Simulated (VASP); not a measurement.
# Ir (P6_3/mmc) in VASP: a series of runs

Ir is run at these levels: LDA; tasks: single point.

Program: VASP 6.6.1. These are calculated values, not measurements. Logs are shortened: lines on timing, memory, paths and dates and some standing lists are left out, and cuts for length are marked.

## (1) The cell of the first run

Symmetry: P6_3/mmc, No. 194, hexagonal system. Conventional cell: a = 2.732 Å, b = 2.732 Å, c = 4.737 Å, α = 90.00°, β = 90.00°, γ = 120.00°. Within 3.6 Å of Ir (site symmetry -6m2) lie 12 Ir at 2.73 to 2.85 Å.

This isn't the form of Ir at room conditions, which is fcc.

## (2) Single point, LDA

Contents of INCAR:

```
PREC = Accurate
ENCUT = 520
EDIFF = 1E-6
ISMEAR = 0
SIGMA = 0.15
LREAL = F
LASPH = T
NELM = 80
ALGO = Fast
ISIF = 2
LWAVE = F
LCHARG = F
GGA = CA
NBANDS = 16
```

Contents of KPOINTS:

```
Automatic mesh
0
Gamma
  18 18 10
```

Contents of POSCAR:

```
Ir
1.0
    2.7323000000      0.0000000000      0.0000000000
   -1.3661500000      2.3662412107      0.0000000000
    0.0000000000      0.0000000000      4.7371000000
Ir
2
Direct
    0.6666666667      0.3333333333      0.7500000000
    0.3333333333      0.6666666667      0.2500000000
```

Potentials or basis: VASP PAW LDA potentials, release 64 (Ir).

Run with:

```
$ cat potpaw_LDA.64/Ir/POTCAR > POTCAR
$ mpirun -np 1 vasp_std > vasp.out
```

OUTCAR:

```text
PREC = Accurate
   ENCUT = 520
   EDIFF = 1E-6
   ISMEAR = 0
   LREAL = F
   LASPH = T
   NELM = 80
   ISIF = 2
   GGA = CA

 ion  position               nearest neighbor table
   1  0.667  0.333  0.750-   2 2.85   2 2.85   2 2.85   2 2.85   2 2.85   2 2.85
   2  0.333  0.667  0.250-   1 2.85   1 2.85   1 2.85   1 2.85   1 2.85   1 2.85

  LATTYP: Found a hexagonal cell.
 ALAT       =     2.7323000000
 C/A-ratio  =     1.7337408045

  Lattice vectors:

 A1 = (   2.7323000000,   0.0000000000,   0.0000000000)
 A2 = (  -1.3661500000,   2.3662412107,   0.0000000000)
 A3 = (   0.0000000000,   0.0000000000,   4.7371000000)

Analysis of symmetry for initial positions (statically):
=====================================================================
 Subroutine PRICEL returns:
 Original cell was already a primitive cell.

 Routine SETGRP: Setting up the symmetry group for a
 hexagonal supercell.

 Subroutine GETGRP returns: Found 24 space group operations
 (whereof 12 operations were pure point group operations)
 out of a pool of 24 trial point group operations.

The static configuration has the point symmetry D_3d.
 The point group associated with its full space group is D_6h.

Analysis of symmetry for dynamics (positions and initial velocities):
=====================================================================
 Subroutine PRICEL returns:
 Original cell was already a primitive cell.

 Routine SETGRP: Setting up the symmetry group for a
 hexagonal supercell.

 Subroutine GETGRP returns: Found 24 space group operations
 (whereof 12 operations were pure point group operations)
 out of a pool of 24 trial point group operations.

The dynamic configuration has the point symmetry D_3d.
 The point group associated with its full space group is D_6h.

 Subroutine INISYM returns: Found 24 space group operations
 (whereof 12 operations are pure point group operations),
 and found     1 'primitive' translations

----------------------------------------------------------------------------------------

                                     Primitive cell

  volume of cell :      30.6267

  direct lattice vectors                    reciprocal lattice vectors
     2.732300000  0.000000000  0.000000000     0.365992021  0.211305592  0.000000000
    -1.366150000  2.366241211  0.000000000     0.000000000  0.422611184  0.000000000
     0.000000000  0.000000000  4.737100000     0.000000000  0.000000000  0.211099618

  length of vectors
     2.732300000  2.732300000  4.737100000     0.422611184  0.422611184  0.211099618

  position of ions in fractional coordinates (direct lattice)
     0.666666667  0.333333333  0.750000000
     0.333333333  0.666666667  0.250000000

  ion indices of the primitive-cell ions
   primitive index   ion index
                 1           1
                 2           2

----------------------------------------------------------------------------------------

 KPOINTS: Automatic mesh

Automatic generation of k-mesh.
 Grid dimensions read from file:
 generate k-points for:   18   18   10

 Generating k-lattice:

  Cartesian coordinates                     Fractional coordinates (reciprocal lattice)
     0.020332890  0.011739200  0.000000000     0.055555556  0.000000000  0.000000000
     0.000000000  0.023478399  0.000000000     0.000000000  0.055555556  0.000000000
     0.000000000  0.000000000  0.021109962     0.000000000  0.000000000  0.100000000

  Length of vectors
     0.023478399  0.023478399  0.021109962

  Shift w.r.t. Gamma in fractional coordinates (k-lattice)
     0.000000000  0.000000000  0.000000000

 Subroutine IBZKPT returns following result:
 ===========================================

 Found    222 irreducible k-points:

 Following reciprocal coordinates:
            Coordinates               Weight
  0.000000  0.000000  0.000000      1.000000
  0.055556 -0.000000  0.000000      6.000000
  0.111111 -0.000000  0.000000      6.000000
  0.166667 -0.000000  0.000000      6.000000
  0.222222 -0.000000  0.000000      6.000000
  0.277778 -0.000000  0.000000      6.000000
[... 16 lines left out ...]
  0.333333  0.111111  0.000000     12.000000
  0.388889  0.111111  0.000000     12.000000
 [... further k-points ...]
   k-points           NKPTS =    222   k-points in BZ     NKDIM =    222   number of bands    NBANDS=     16
   number of dos      NEDOS =    301   number of ions     NIONS =      2
   total plane-waves  NPLWV =  14400
   dimension x,y,z NGX =    20 NGY =   20 NGZ =   36
   dimension x,y,z NGXF=    40 NGYF=   40 NGZF=   72
   ions per type =               2
   NGX,Y,Z   is equivalent  to a cutoff of  12.17, 12.17, 12.63 a.u.
   NGXF,Y,Z  is equivalent  to a cutoff of  24.34, 24.34, 25.27 a.u.
 SYSTEM =  unknown system
   PREC   = accura    normal or accurate (medium, high low for compatibility)
   ISTART =      0    job   : 0-new  1-cont  2-samecut
   ICHARG =      2    charge: 1-file 2-atom 10-const
   ISPIN  =      1    spin polarized calculation?
   LNONCOLLINEAR =      F non collinear calculations
   LSORBIT =      F    spin-orbit coupling
   LASPH  =      T    aspherical Exc in radial PAW
   ENCUT  =  520.0 eV  38.22 Ry    6.18 a.u.   5.08  5.08  8.81*2*pi/ulx,y,z
   NELM   =     80;   NELMIN=  2; NELMDL= -5     # of ELM steps
   EDIFF  = 0.1E-05   stopping-criterion for ELM
   LREAL  =      F    real-space projection
   EDIFFG = 0.1E-04   stopping-criterion for IOM
   NSW    =      0    number of steps for IOM
   IBRION =     -1    ionic relax: 0-MD 1-quasi-New 2-CG
   NFREE  =      0    steps in history (QN), initial steepest desc. (CG)
   ISIF   =      2    stress and relaxation
   ISYM   =      2    0-nonsym 1-usesym 2-fastsym
   POTIM  = 0.5000    time-step for ionic-motion
   TEBEG  =    0.0;   TEEND  =   0.0 temperature during run
   PSTRESS=    0.0 pullay stress
   NELECT =      18.0000    total number of electrons
   NUPDOWN=      -1.0000    fix difference up-down
   EMIN   =  10.00;   EMAX   =-10.00  energy-range for DOS
   EFERMI =   0.00;   METHOD = LEGACY
   ISMEAR =     0;   SIGMA  =   0.15  broadening in eV -4-tet -1-fermi 0-gaus
   EFERMI_NEDOS =   21; number of points for ismear=-14 and -15
   IALGO  =     68    algorithm
   IMIX   =      4    mixing-type and parameters
     AMIX     =   0.40;   BMIX     =  1.00
     AMIX_MAG =   1.60;   BMIX_MAG =  1.00
  volume/ion in A,a.u.               =      15.31       103.34
  Fermi-wavevector in a.u.,A,eV,Ry     =   1.371300  2.591380 25.585247  1.880463
  Thomas-Fermi vector in A             =   2.497009
   LORBIT       =      0    0 simple, 1 ext, 2 COOP (PROOUT), +10 PAW based schemes
   GGA     = CA    functional components
   LHFCALC =     F    Hartree Fock is set to
   AEXX    =    0.0000 exact exchange contribution
   IVDW    =     0    specifies the selected vdW correction
   LEPSILON=     F    determine dielectric tensor
   LRPA    =     F    only Hartree local field effects (RPA)
 non-spin polarized calculation
 RMM-DIIS sequential band-by-band and
 Gauss-broadening in eV      SIGMA  =   0.15
  energy-cutoff  :      520.00
  volume of cell :       30.63
 maximum number of plane-waves:       845
   NGX = 11   NGY = 11   NGZ = 17

 number of electron      18.0000001 magnetization

 Free energy of the ion-electron system (eV)
  ---------------------------------------------------
  ext. energy  EPLUGINS =         0.00000000
  ---------------------------------------------------
  free energy    TOTEN  =       -20.17388121 eV

  energy without entropy =      -20.14425076  energy(sigma->0) =      -20.15906598

 E-fermi :   8.9823     XC(G=0): -13.6812

 val. band max:        8.9804900172   @ k =   0.3889   0.1667   0.2000
 cond. band min:       8.9863936386   @ k =   0.3333   0.1111   0.4000
 fundamental gap:      0.0059036214
 Fermi energy:         8.9822911305

 k-point     1 :       0.0000    0.0000    0.0000
  band No.  band energies     occupation
      1      -1.3105      2.00000
      2       1.4725      2.00000
      3       4.9628      2.00000
      4       5.6537      2.00000
      5       5.6537      2.00000
      6       6.0988      2.00000
[... 8 lines left out ...]
     15      24.4864      0.00000
     16      26.2367      0.00000

 k-point     2 :       0.0556   -0.0000    0.0000
  band No.  band energies     occupation
      1      -1.1913      2.00000
      2       1.5869      2.00000
      3       4.9622      2.00000
      4       5.6320      2.00000
      5       5.7527      2.00000
      6       6.0293      2.00000
[... 8 lines left out ...]
     15      24.6742      0.00000
     16      26.4323      0.00000

 k-point     3 :       0.1111   -0.0000    0.0000
  band No.  band energies     occupation
      1      -0.8431      2.00000
      2       1.9099      2.00000
      3       4.8911      2.00000
      4       5.6275      2.00000
      5       5.8879      2.00000
      6       6.0455      2.00000
[... 8 lines left out ...]
     15      25.1888      0.00000
     16      26.8209      0.00000

 k-point     4 :       0.1667   -0.0000    0.0000
  band No.  band energies     occupation
      1      -0.2972      2.00000
      2       2.3630      2.00000
      3       4.7243      2.00000
      4       5.4601      2.00000
      5       5.5240      2.00000
      6       6.0543      2.00000
[... 8 lines left out ...]
     15      25.7451      0.00000
     16      26.8531      0.00000
[... 324 lines left out ...]
 k-point    22 :       0.2778    0.1111    0.0000
  band No.  band energies     occupation
      1       2.0516      2.00000
      2       3.0065      2.00000
      3       3.5893      2.00000
      4       4.7481      2.00000
      5       5.5237      2.00000
      6       5.5902      2.00000
[... 8 lines left out ...]
     15      21.4279      0.00000
     16      24.0474      0.00000

 k-point    23 :       0.3333    0.1111    0.0000
  band No.  band energies     occupation
      1       2.4232      2.00000
      2       2.7879      2.00000
      3       3.2531      2.00000
      4       5.1508      2.00000
      5       5.4991      2.00000
      6       5.9364      2.00000
[... 8 lines left out ...]
     15      20.2005      0.00000
     16      23.4714      0.00000

 k-point    24 :       0.3889    0.1111    0.0000
  band No.  band energies     occupation
      1       2.5505      2.00000
      2       2.6509      2.00000
      3       3.0473      2.00000
      4       5.5002      2.00000
      5       5.6252      2.00000
      6       5.8203      2.00000
[... 8 lines left out ...]
     15      19.0664      0.00000
     16      21.8132      0.00000

 [... further k-points ...]
[... 5 lines left out ...]
  --------------------------------------------------------------------------------------
  -------------------------------------------------------------------------------------
  Total       -4.0784417     -4.0784417     -7.4186767      0.0000000     -0.0000000      0.0000000
  in kB     -213.3560140   -213.3560140   -388.0941319      0.0000000     -0.0000000      0.0000000
  external PRESSURE =    -271.6020533 kB  Pullay stress =       0.0000000 kB

 VOLUME and BASIS-vectors are now :
 -----------------------------------------------------------------------------
  energy-cutoff  :      520.00
  volume of cell :       30.63
      direct lattice vectors                 reciprocal lattice vectors
     2.732300000  0.000000000  0.000000000     0.365992021  0.211305592  0.000000000
    -1.366150000  2.366241211  0.000000000     0.000000000  0.422611184  0.000000000
     0.000000000  0.000000000  4.737100000     0.000000000  0.000000000  0.211099618

 POSITION                                       TOTAL-FORCE (eV/Angst)
 -----------------------------------------------------------------------------------
      1.36615      0.78875      3.55282         0.000000      0.000000      0.000000
     -0.00000      1.57749      1.18427        -0.000000     -0.000000      0.000000
 -----------------------------------------------------------------------------------
    total drift:                               -0.000000      0.000000     -0.000000

  FREE ENERGIE OF THE ION-ELECTRON SYSTEM (eV)
  ---------------------------------------------------
  free  energy   TOTEN  =       -20.1738812085 eV

  energy  without entropy=      -20.1442507579  energy(sigma->0) =      -20.15906598
```

Wall time 2.2 min (1 thread of Intel Xeon 8259CL, shared host); peak memory 0.2 GiB.

Results:

```yaml
Free_energy: -20.1739 eV
Pressure: -27.2 GPa
Band_gap_on_the_k_mesh: zero (bands 9 and 10 overlap by 3.25 eV)
```

Stress tensor (GPa, compression positive):
```
-21.34   0.00   0.00
  0.00 -21.34   0.00
  0.00   0.00 -38.81
```

Levels at points of the mesh, in eV from the Fermi level:
| k point | band 5 | band 6 | band 7 | band 8 | band 9 | band 10 | band 11 | band 12 | band 13 | band 14 |
| --- | --- | --- | --- | --- | --- | --- | --- | --- | --- | --- |
| (0.00, 0.00, 0.00) | -3.33 | -2.88 | -2.88 | -1.52 | -1.52 | -1.04 | 0.37 | 0.37 | 5.56 | 14.85 |
| (0.50, 0.00, 0.00) | -3.09 | -2.89 | -2.72 | 0.67 | 1.09 | 1.34 | 2.90 | 4.37 | 7.77 | 9.20 |
| (0.00, 0.00, 0.50) | -3.33 | -3.33 | -3.33 | -3.33 | -0.29 | -0.29 | -0.29 | -0.29 | 12.45 | 12.45 |
| (0.50, 0.00, 0.50) | -1.55 | -1.55 | -0.68 | -0.68 | 1.23 | 1.23 | 1.97 | 1.97 | 7.33 | 7.33 |

Caveat: the cell stands under tension; spin-orbit coupling is left out, which moves the levels of the heavy elements.

## (3) Single point, LDA

This run uses another cell than the first one, of 15.38 Å³/atom.

Contents of INCAR:

```
PREC = Accurate
ENCUT = 520
EDIFF = 1E-7
ISMEAR = 0
SIGMA = 0.15
LREAL = False
LASPH = True
NELM = 60
ALGO = Normal
ISIF = 2
LWAVE = False
LCHARG = True
GGA = CA
LELF = True
LVHAR = True
NBANDS = 16
```

KPOINTS is that of step 2.

Contents of POSCAR:

```
Ir
1.0
    2.8946000000      0.0000000000      0.0000000000
   -1.4473000000      2.5067971338      0.0000000000
    0.0000000000      0.0000000000      4.2400000000
Ir
2
Direct
    0.6666666667      0.3333333333      0.7500000000
    0.3333333333      0.6666666667      0.2500000000
```

Potentials or basis: VASP PAW LDA potentials, release 64 (Ir).

Run with:

```
$ cat potpaw_LDA.64/Ir/POTCAR > POTCAR
$ mpirun -np 1 vasp_std > vasp.out
```

It took 1.8 min on 1 thread of Intel Xeon 8259CL, shared host; peak memory 0.21 GiB.

Results (log left out):

* Free energy: -20.0812 eV
* Pressure: -25.9 GPa
* Band gap on the k mesh: zero (bands 9 and 10 overlap by 2.44 eV)

Stress tensor (GPa, compression positive):
```
-32.67   0.00   0.00
  0.00 -32.67   0.00
  0.00   0.00 -12.24
```

Levels at points of the mesh, in eV from the Fermi level:
```
           k point  band 7  band 8  band 9  band 10  band 11  band 12
(0.00, 0.00, 0.00)   -2.70   -2.70   -2.62     0.19     0.19     0.45
(0.50, 0.00, 0.00)   -2.08   -0.04    0.58     1.21     2.26     3.39
(0.00, 0.00, 0.50)   -3.54   -3.54   -0.35    -0.35    -0.35    -0.35
(0.50, 0.00, 0.50)   -0.89   -0.89    0.36     0.36     1.74     1.74
```

Caveat: the cell stands under tension; spin-orbit coupling is left out, which moves the levels of the heavy elements.

## (4) Single point, LDA

This run uses another cell than the first one, of 15.48 Å³/atom.

Contents of INCAR:

```
  PREC = Accurate
  ENCUT = 520
  EDIFF = 1E-6
  ISMEAR = 0
  SIGMA = 0.15
  LREAL = False
  LASPH = True
  NELM = 80
  ALGO = Normal
  ISIF = 2
  LWAVE = False
  LCHARG = False
  NBANDS = 16
```

KPOINTS is that of step 3.

Contents of POSCAR:

```
Ir
1.0
    2.8315000000      0.0000000000      0.0000000000
   -1.4157500000      2.4521509308      0.0000000000
    0.0000000000      0.0000000000      4.4593000000
Ir
2
Direct
    0.6666666667      0.3333333333      0.7500000000
    0.3333333333      0.6666666667      0.2500000000
```

Run with:

```
$ cat potpaw_LDA.64/Ir/POTCAR > POTCAR
$ mpirun -np 1 vasp_std > vasp.out
```

Wall time 2 min (1 thread of Intel Xeon 8259CL, shared host); peak memory 0.22 GiB.

Results (log left out):

```
Free energy            : -20.1780 eV
Pressure               : -30.8 GPa
Band gap on the k mesh : zero (bands 9 and 10 overlap by 2.89 eV)
```

Stress tensor (GPa, compression positive):
```
-33.03   0.00   0.00
  0.00 -33.03   0.00
  0.00   0.00 -26.42
```

Levels at points of the mesh, in eV from the Fermi level:
```
           k point  band 5  band 6  band 7  band 8  band 9  band 10  band 11  band 12  band 13  band 14
(0.00, 0.00, 0.00)   -3.23   -2.77   -2.77   -2.33   -2.33    -0.28     0.20     0.20     6.63    14.21
(0.50, 0.00, 0.00)   -3.15   -3.01   -2.49    0.40    0.82     0.91     2.54     3.81     7.84     9.91
(0.00, 0.00, 0.50)   -3.58   -3.58   -3.58   -3.58   -0.45    -0.45    -0.45    -0.45    13.63    13.63
(0.50, 0.00, 0.50)   -2.00   -2.00   -0.82   -0.82    0.66     0.66     1.86     1.86     6.78     6.78
```

Caveat: the cell stands under tension; spin-orbit coupling is left out, which moves the levels of the heavy elements.

## (5) Overview

```csv
cell,gap on the mesh (eV),pressure (GPa)
"a = 2.732, b = 2.732, c = 4.737 Å, angles 90.0, 90.0, 120.0°, 2 atoms",none,-27.2
"a = 2.895, b = 2.895, c = 4.240 Å, angles 90.0, 90.0, 120.0°, 2 atoms",none,-25.9
"a = 2.832, b = 2.831, c = 4.459 Å, angles 90.0, 90.0, 120.0°, 2 atoms",none,-30.8
```

Alike in all rows: task single point; level LDA; potentials or basis VASP PAW LDA potentials, release 64 (Ir); no spin polarisation; k mesh 18 × 18 × 10; cutoff (eV) 520; smearing gaussian 0.15 eV.

Caveats: the cell stands under tension; spin-orbit coupling is left out, which moves the levels of the heavy elements.

Absolute energies hang on the potentials; compare differences alone.
